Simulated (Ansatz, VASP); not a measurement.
# One calculation of MgO, two programs

File INCAR:

```
SYSTEM = MgO
  ALGO = Normal
  EDIFF = 1E-6
  ENCUT = 520
  GGA = PE
  ISIF = 2
  ISMEAR = 0
  LASPH = .True.
  LCHARG = .True.
  LELF = .True.
  LREAL = .False.
  LVHAR = .True.
  LWAVE = .False.
  NBANDS = 16
  NELM = 100
  PREC = Accurate
  SIGMA = 0.02
```

KPOINTS

```
k-points
0
Gamma
  9 9 6
  0 0 0
```

POSCAR

```
MgO
1.0
    3.3077869865      0.0000000000      0.0000000000
   -1.6538934933      2.8646275606      0.0000000000
    0.0000000000      0.0000000000      4.9828816700
Mg O
2 2
Direct
    0.3333333300      0.6666666700      0.0021597400
    0.6666666700      0.3333333300      0.5021597400
    0.3333333300      0.6666666700      0.4024402600
    0.6384487140      0.2967596401      0.8819300399
```

Input for Ansatz:

```yaml
crystal:
  lattice:
    - [3.3077869865, 0.0, 0.0]
    - [-1.6538934933, 2.8646275606, 0.0]
    - [0.0, 0.0, 4.98288167]
  atoms:
    - { symbol: Mg, position: [0.33333333, 0.66666667, 0.00215974] }
    - { symbol: Mg, position: [0.66666667, 0.33333333, 0.50215974] }
    - { symbol: O, position: [0.33333333, 0.66666667, 0.40244026] }
    - { symbol: O, position: [0.638448714, 0.2967596401, 0.8819300399] }
basis:
  ecutwfc: 420
kpoints:
  mp_grid: { grid: [9, 9, 6] }
hamiltonian:
  xc: pbe
scf:
  occupations: { method: gaussian, width: 0.02 }
output:
  forces: true
  stress: true
  eigenvalues: true
  populations: true
```

Change from the starting cell: one atom moved.

Alike in both runs: task single point; functional PBE; k mesh 9 × 9 × 6; occupations gaussian, width 0.02 eV; no spin polarisation.

|  | VASP | Ansatz |
| --- | --- | --- |
| version | VASP 6.6.1 | Ansatz 0.2.0 |
| potentials or method | VASP PAW PBE potentials, release 64 (Mg, O), cutoff 520 eV | scalar-relativistic, plane waves, PAW |
| valence electrons in the cell | 16 | 32 |

VASP gave:

| Property | Result |
| --- | --- |
| gap on the k mesh at the Fermi level (eV) | 3.49 |
| least direct gap on the mesh (eV) | 3.49 |
| pressure (GPa) | 4.2 |
| traceless stress, the component that is largest in VASP (GPa) | -4.85 |
| rms of the force components (eV/Å) | 0.610 |

Which values does Ansatz return?

gap on the k mesh at the Fermi level (eV): 3.51; least direct gap on the mesh (eV): 3.51; pressure (GPa): 4.6; traceless stress, the component that is largest in VASP (GPa): -4.77; rms of the force components (eV/Å): 0.603.

Atom by atom the forces differ by 0.007 eV/Å (rms over components). VASP's potentials hold 16 valence electrons a cell and Ansatz's 32, so a difference there can come from the potentials and not from the codes.
